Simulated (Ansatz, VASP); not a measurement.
## Zr: VASP beside Ansatz

INCAR

```
SYSTEM = Zr
PREC = Accurate
ENCUT = 520
EDIFF = 1E-6
ISMEAR = -5
SIGMA = 0.1
LREAL = .False.
LASPH = .True.
NELM = 80
ALGO = Normal
ISIF = 2
LWAVE = .False.
LCHARG = .True.
GGA = PE
LELF = .True.
LVHAR = .True.
NBANDS = 12
```

The input KPOINTS:

```
regular mesh
0
Gamma
  16 16 16
  0 0 0
```

The input POSCAR:

```
Zr
1.0
    0.0000000000      2.2550000000      2.2550000000
    2.2550000000      0.0000000000      2.2550000000
    2.2550000000      2.2550000000      0.0000000000
Zr
1
Direct
    0.0000000000      0.0000000000      0.0000000000
```

Input for Ansatz:

```yaml
crystal:
  lattice:
    - [0.0, 2.255, 2.255]
    - [2.255, 0.0, 2.255]
    - [2.255, 2.255, 0.0]
  atoms:
    - { symbol: Zr, position: [0.0, 0.0, 0.0] }
kpoints:
  mp_grid: { grid: [16, 16, 16] }
scf:
  occupations: { method: tetrahedron }
hamiltonian:
  xc: pbe
  pseudopotentials: { kind: all_electron, lapw: { basis_error: 0.001 } }
output:
  forces: true
  stress: true
  eigenvalues: true
```

Alike in both runs: task single point; functional PBE; k mesh 16 × 16 × 16; occupations tetrahedron; no spin polarisation.

|  | VASP | Ansatz |
| --- | --- | --- |
| version | VASP 6.6.1 | Ansatz 0.2.0 |
| potentials or method | VASP PAW PBE potentials, release 64 (Zr_sv), cutoff 520 eV | all-electron LAPW, scalar-relativistic |

```csv
,VASP,Ansatz,Ansatz less VASP
pressure (GPa),1.0,1.0,0.00
```

Ansatz ran all-electron here, and VASP with PAW potentials. Ansatz's warnings: band table not solved further, tetrahedron derivatives may miss energy slope.
